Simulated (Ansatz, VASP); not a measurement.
# GeCl5: VASP beside Ansatz

```
Ge Cl
1.0
     4.61951    0.00000    0.00000
    -2.30976    4.00061    0.00000
     0.00000    0.00000   10.38765
Ge Cl
1 5
Direct
  0.00000 0.00000 0.00000
  0.00000 0.00000 0.50000
  0.33333 0.66667 0.50000
  0.00000 0.00000 0.78343
  0.00000 0.00000 0.21657
  0.33333 0.66667 0.00000
```

Alike in both runs: functional PBE; k mesh 6 × 6 × 2; occupations gaussian, width 0.1 eV; no spin polarisation.

Ansatz relaxed the structure, and its values are those at the end. VASP's run is a single point on that final structure, the one shown.

|  | VASP | Ansatz |
| --- | --- | --- |
| version | VASP 6.6.1 | Ansatz 0.2.0 |
| potentials or method | VASP PAW PBE potentials, release 64 (Ge_d, Cl), cutoff 520 eV | scalar-relativistic, plane waves, PAW |
| valence electrons in the cell | 49 | 49 |

VASP gave:

```
gap on the k mesh at the Fermi level (eV) : none
pressure (GPa)                            : -0.1
rms of the force components (eV/Å)        : 0.005
```

**Question.** What did Ansatz give for the same quantities?

**Answer.** gap on the k mesh at the Fermi level (eV): none; pressure (GPa): 0.0; rms of the force components (eV/Å): 0.001.

A gap of «none» marks a metal or a gap that the smearing closes. The functional is the same, so the differences come from potentials, cutoffs and numerics.
